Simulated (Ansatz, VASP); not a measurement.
One calculation of BN, two programs

```
CELL_PARAMETERS angstrom
2.53731 0.00000 0.00000
-1.26865 2.19737 0.00000
0.00000 0.00000 7.78358
ATOMIC_POSITIONS crystal
B 0.33333 0.66667 0.25000
B 0.66667 0.33333 0.75000
N 0.33333 0.66667 0.75000
N 0.66667 0.33333 0.25000
```

Alike in both runs: task single point; functional LDA; k mesh 15 × 15 × 5; occupations fermi-dirac, width 0.02 eV; no spin polarisation.

|  | VASP | Ansatz |
| --- | --- | --- |
| version | VASP 6.6.1 | Ansatz 0.2.0 |
| potentials or method | VASP PAW LDA potentials, release 64 (B, N), cutoff 520 eV | all-electron LAPW, scalar-relativistic |

Ansatz gave:

```
gap on the k mesh at the Fermi level (eV) : 4.23
least direct gap on the mesh (eV)         : 4.45
```

Question: Which values does VASP return?

Answer: gap on the k mesh at the Fermi level (eV): 4.22; least direct gap on the mesh (eV): 4.44.

LDA's correlation is that of Perdew and Zunger in VASP and of Perdew and Wang (1992) in Ansatz. Ansatz ran all-electron here, and VASP with PAW potentials.
